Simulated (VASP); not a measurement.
# Mg (P6_3/mmc) in VASP: a series of runs

Runs on Mg. Level: LDA. Tasks: single point.

All numbers are computed with VASP 6.6.1; they aren't measurements. Logs are shortened: lines on timing, memory, paths and dates and some standing lists are left out, and cuts for length are marked.

## Step 1: The cell of the first run

Symmetry: P6_3/mmc, No. 194, hexagonal system. The conventional cell has a = 3.133 Å, b = 3.133 Å, c = 5.085 Å, α = 90.00°, β = 90.00°, γ = 120.00°. Within 4.1 Å of Mg (site symmetry -6m2) lie 12 Mg at 3.12 to 3.13 Å.

## Step 2: Single point, LDA

File INCAR:

```
  ALGO = Normal
  EDIFF = 1E-7
  ENCUT = 520
  ISIF = 2
  ISMEAR = -1
  LASPH = True
  LCHARG = False
  LREAL = False
  LWAVE = False
  NBANDS = 9
  NELM = 100
  PREC = Accurate
  SIGMA = 0.1
```

File KPOINTS:

```
k-points
0
Gamma
  7 7 4
```

File POSCAR:

```
Mg
1.0
    3.1325008903      0.0000000000      0.0000000000
   -1.5662504451      2.7128253484      0.0000000000
    0.0000000000      0.0000000000      5.0848940941
Mg
2
Direct
    0.3333333333      0.6666666667      0.2500000000
    0.6666666667      0.3333333333      0.7500000000
```

Potentials or basis: VASP PAW LDA potentials, release 64 (Mg).

Launch:

```bash
cat potpaw_LDA.64/Mg/POTCAR > POTCAR
mpirun -np 1 vasp_std > vasp.out
```

OUTCAR:

```text
EDIFF = 1E-7
   ENCUT = 520
   ISIF = 2
   ISMEAR = -1
   LASPH = True
   LREAL = False
   NELM = 100
   PREC = Accurate

 ion  position               nearest neighbor table
   1  0.333  0.667  0.250-   2 3.12   2 3.12   2 3.12   2 3.12   2 3.12   2 3.12
   2  0.667  0.333  0.750-   1 3.12   1 3.12   1 3.12   1 3.12   1 3.12   1 3.12

  LATTYP: Found a hexagonal cell.
 ALAT       =     3.1325008903
 C/A-ratio  =     1.6232698001

  Lattice vectors:

 A1 = (   3.1325008903,   0.0000000000,   0.0000000000)
 A2 = (  -1.5662504451,   2.7128253484,   0.0000000000)
 A3 = (   0.0000000000,   0.0000000000,   5.0848940941)

Analysis of symmetry for initial positions (statically):
=====================================================================
 Subroutine PRICEL returns:
 Original cell was already a primitive cell.

 Routine SETGRP: Setting up the symmetry group for a
 hexagonal supercell.

 Subroutine GETGRP returns: Found 24 space group operations
 (whereof 12 operations were pure point group operations)
 out of a pool of 24 trial point group operations.

The static configuration has the point symmetry D_3d.
 The point group associated with its full space group is D_6h.

Analysis of symmetry for dynamics (positions and initial velocities):
=====================================================================
 Subroutine PRICEL returns:
 Original cell was already a primitive cell.

 Routine SETGRP: Setting up the symmetry group for a
 hexagonal supercell.

 Subroutine GETGRP returns: Found 24 space group operations
 (whereof 12 operations were pure point group operations)
 out of a pool of 24 trial point group operations.

The dynamic configuration has the point symmetry D_3d.
 The point group associated with its full space group is D_6h.

 Subroutine INISYM returns: Found 24 space group operations
 (whereof 12 operations are pure point group operations),
 and found     1 'primitive' translations

----------------------------------------------------------------------------------------

                                     Primitive cell

  volume of cell :      43.2111

  direct lattice vectors                    reciprocal lattice vectors
     3.132500890  0.000000000  0.000000000     0.319233748  0.184309690  0.000000000
    -1.566250445  2.712825348  0.000000000     0.000000000  0.368619381  0.000000000
     0.000000000  0.000000000  5.084894094     0.000000000  0.000000000  0.196660930

[... 85 lines left out ...]
   NSW    =      0    number of steps for IOM
   IBRION =     -1    ionic relax: 0-MD 1-quasi-New 2-CG
   NFREE  =      0    steps in history (QN), initial steepest desc. (CG)
   ISIF   =      2    stress and relaxation
   ISYM   =      2    0-nonsym 1-usesym 2-fastsym
   POTIM  = 0.5000    time-step for ionic-motion
   TEBEG  =    0.0;   TEEND  =   0.0 temperature during run
   PSTRESS=    0.0 pullay stress
   NELECT =       4.0000    total number of electrons
   NUPDOWN=      -1.0000    fix difference up-down
   EMIN   =  10.00;   EMAX   =-10.00  energy-range for DOS
   EFERMI =   0.00;   METHOD = LEGACY
   ISMEAR =    -1;   SIGMA  =   0.10  broadening in eV -4-tet -1-fermi 0-gaus
   EFERMI_NEDOS =   21; number of points for ismear=-14 and -15
   IALGO  =     38    algorithm
   IMIX   =      4    mixing-type and parameters
     AMIX     =   0.40;   BMIX     =  1.00
     AMIX_MAG =   1.60;   BMIX_MAG =  1.00
  volume/ion in A,a.u.               =      21.61       145.80
  Fermi-wavevector in a.u.,A,eV,Ry     =   0.740565  1.399465  7.461932  0.548437
  Thomas-Fermi vector in A             =   1.834998
   LORBIT       =      0    0 simple, 1 ext, 2 COOP (PROOUT), +10 PAW based schemes
   GGA     = CA    functional components
   LHFCALC =     F    Hartree Fock is set to
   AEXX    =    0.0000 exact exchange contribution
   IVDW    =     0    specifies the selected vdW correction
   LEPSILON=     F    determine dielectric tensor
   LRPA    =     F    only Hartree local field effects (RPA)
 non-spin polarized calculation
  energy-cutoff  :      520.00
  volume of cell :       43.21
 maximum number of plane-waves:      1182
 NGX is ok and might be reduce to    24
   NGX = 11   NGY = 11   NGZ = 19

 number of electron       4.0000000 magnetization

 Free energy of the ion-electron system (eV)
  ---------------------------------------------------
  ext. energy  EPLUGINS =         0.00000000
  ---------------------------------------------------
  free energy    TOTEN  =        -3.65369563 eV

  energy without entropy =       -3.62827182  energy(sigma->0) =       -3.64098373

 E-fermi :   2.8105     XC(G=0):  -8.8770

 val. band max:        2.7787882432   @ k =   0.4286   0.0000   0.2500
 cond. band min:       3.0413916579   @ k =   0.2857  -0.0000   0.0000
 fundamental gap:      0.2626034147
 Fermi energy:         2.8104925926

 k-point     1 :       0.0000    0.0000    0.0000
  band No.  band energies     occupation
      1      -4.3928      2.00000
      2       1.0435      2.00000
      3       1.5169      2.00000
      4      14.0385      0.00000
      5      14.0385      0.00000
      6      14.2044      0.00000
      7      14.2044      0.00000
      8      14.9626      0.00000
      9      16.7325      0.00000
[... 265 lines left out ...]
 k-point    24 :       0.2857    0.2857    0.5000
  band No.  band energies     occupation
      1       1.8144      1.99991
      2       1.8144      1.99991
      3       4.2462      0.00000
      4       4.2462      0.00000
      5       5.1892      0.00000
      6       5.1892      0.00000
      7      12.8363      0.00000
      8      12.8363      0.00000
      9      15.0806      0.00000

------------------------ aborting loop because EDIFF is reached ----------------------------------------

  FORCE on cell =-STRESS in cart. coord.  units (eV):
  Direction    XX          YY          ZZ          XY          YZ          ZX
  --------------------------------------------------------------------------------------
  -------------------------------------------------------------------------------------
  Total       -0.2817436     -0.2817436      0.4928139     -0.0000000     -0.0000000     -0.0000000
  in kB      -10.4464728    -10.4464728     18.2725275     -0.0000000     -0.0000000     -0.0000000
  external PRESSURE =      -0.8734727 kB  Pullay stress =       0.0000000 kB

 VOLUME and BASIS-vectors are now :
 -----------------------------------------------------------------------------
  energy-cutoff  :      520.00
  volume of cell :       43.21
      direct lattice vectors                 reciprocal lattice vectors
     3.132500890  0.000000000  0.000000000     0.319233748  0.184309690  0.000000000
    -1.566250445  2.712825348  0.000000000     0.000000000  0.368619381  0.000000000
     0.000000000  0.000000000  5.084894094     0.000000000  0.000000000  0.196660930

 POSITION                                       TOTAL-FORCE (eV/Angst)
 -----------------------------------------------------------------------------------
     -0.00000      1.80855      1.27122         0.000000     -0.000000      0.000000
      1.56625      0.90428      3.81367        -0.000000      0.000000      0.000000
 -----------------------------------------------------------------------------------
    total drift:                               -0.000000      0.000000     -0.000000

  FREE ENERGIE OF THE ION-ELECTRON SYSTEM (eV)
  ---------------------------------------------------
  free  energy   TOTEN  =        -3.6536956299 eV

  energy  without entropy=       -3.6282718217  energy(sigma->0) =       -3.64098373
```

stdout:

```text
POSCAR found type information on POSCAR Mg
 POSCAR found :  1 types and       2 ions
 scaLAPACK will be used
 LDA part: xc-table for (Slater(with rela. corr.)+CA(PZ))
 , standard interpolation
 POSCAR, INCAR and KPOINTS ok, starting setup
 FFT: planning ... GRIDC
 FFT: planning ... GRID_SOFT
 FFT: planning ... GRID
 WAVECAR not read
 entering main loop
```

It took 6.3 s on 1 thread of Intel Xeon Platinum 8488C (Sapphire Rapids), shared host; peak memory 0.14 GiB.

What came out:

```
Free energy            : -3.6537 eV
Pressure               : -0.1 GPa
Band gap on the k mesh : zero (band 2 reaches 3.58 eV, above the bottom of band 3 at 1.52 eV)
```

## Step 3: Single point, LDA

File INCAR:

```
PREC     = Accurate       # precision mode
ENCUT    = 520            # plane-wave cutoff, eV
EDIFF    = 1E-6           # SCF threshold, eV
ISMEAR   = -1             # smearing method
SIGMA    = 0.1            # smearing width, eV
LREAL    = False          # projectors in reciprocal space
LASPH    = True           # aspherical terms in the spheres
NELM     = 100            # most SCF steps
ALGO     = Normal         # electronic algorithm
ISIF     = 2              # what is computed and relaxed
LWAVE    = False          # write WAVECAR
LCHARG   = True           # write CHGCAR
GGA      = CA             # functional
LELF     = True           # ELF
LVHAR    = True         
NBANDS   = 9              # bands
```

File KPOINTS:

```
regular mesh
0
Gamma
  9 9 5
```

POSCAR is that of step 2.

Potentials or basis: VASP PAW LDA potentials, release 64 (Mg).

Launch:

```bash
cat potpaw_LDA.64/Mg/POTCAR > POTCAR
mpirun -np 1 vasp_std > vasp.out
```

It took 9 s on 1 thread of Intel Xeon Platinum 8488C (Sapphire Rapids), shared host; peak memory 0.14 GiB.

It converged, with:

```yaml
Free_energy: -3.6280 eV
Pressure: -0.3 GPa
Band_gap_on_the_k_mesh: zero (band 2 reaches 3.79 eV, above the bottom of band 3 at 1.52 eV)
```

Levels at points of the mesh, in eV from the Fermi level:
```
           k point  band 1  band 2  band 3  band 4  band 5  band 6  band 7
(0.00, 0.00, 0.00)   -7.13   -1.70   -1.22   11.30   11.30   11.47   11.47
```
